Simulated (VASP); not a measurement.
Input of a VASP 6.6.1 run:

The input INCAR:

```
PREC     = Accurate       # precision mode
ENCUT    = 600            # plane-wave cutoff, eV
EDIFF    = 1E-6           # SCF threshold, eV
ISMEAR   = 0              # smearing method
SIGMA    = 0.1            # smearing width, eV
LREAL    = F              # projectors in reciprocal space
LASPH    = T              # aspherical terms in the spheres
NELM     = 60             # most SCF steps
ALGO     = Normal         # electronic algorithm
ISIF     = 3              # what is computed and relaxed
LWAVE    = F              # write WAVECAR
LCHARG   = F              # write CHGCAR
GGA      = PE             # functional
IBRION   = 2              # ionic algorithm
NSW      = 100            # ionic steps
EDIFFG   = -0.01          # ionic threshold
```

KPOINTS

```
regular mesh
0
Gamma
  8 8 8
```

POSCAR

```
Ge5As
1.0
    0.0000000000      3.9526055000      3.9526055000
    3.9526055000      0.0000000000      3.9526055000
    3.9526055000      3.9526055000      0.0000000000
Ge As
5 1
Direct
    0.3719714300      0.8760095200      0.8760095200
    0.8760095200      0.8760095200      0.8760095200
    0.2500000000      0.2500000000      0.2500000000
    0.8760095200      0.8760095200      0.3719714300
    0.8760095200      0.3719714300      0.8760095200
    0.5000000000      0.5000000000      0.5000000000
```

Potentials or basis: VASP PAW PBE potentials, release 64 (Ge_d, As).

Command:

```console
$ cat potpaw_PBE.64/Ge_d/POTCAR potpaw_PBE.64/As/POTCAR > POTCAR
$ mpirun -np 1 vasp_std > vasp.out
```

Q: Estimate the relaxed volume.

A: 20.14 Å³/atom.

Q: Predict the space group after relaxing (to 0.1 Å).

A: F-43m (No. 216).

Step by step:
```tsv
step	energy change (eV)	largest force (eV/Å)	pressure (GPa)	volume (Å³)
1	0.0000	0.1602	-1.26	123.50
2	-0.0133	0.0900	0.16	120.63
3	-0.0133	0.0892	0.15	120.63
4	-0.0146	0.0282	0.11	120.78
5	-0.0147	0.0009	0.07	120.85
```

Caveat: an odd number of electrons without spin polarisation forces a metal; a magnetic or distorted state may lie lower.
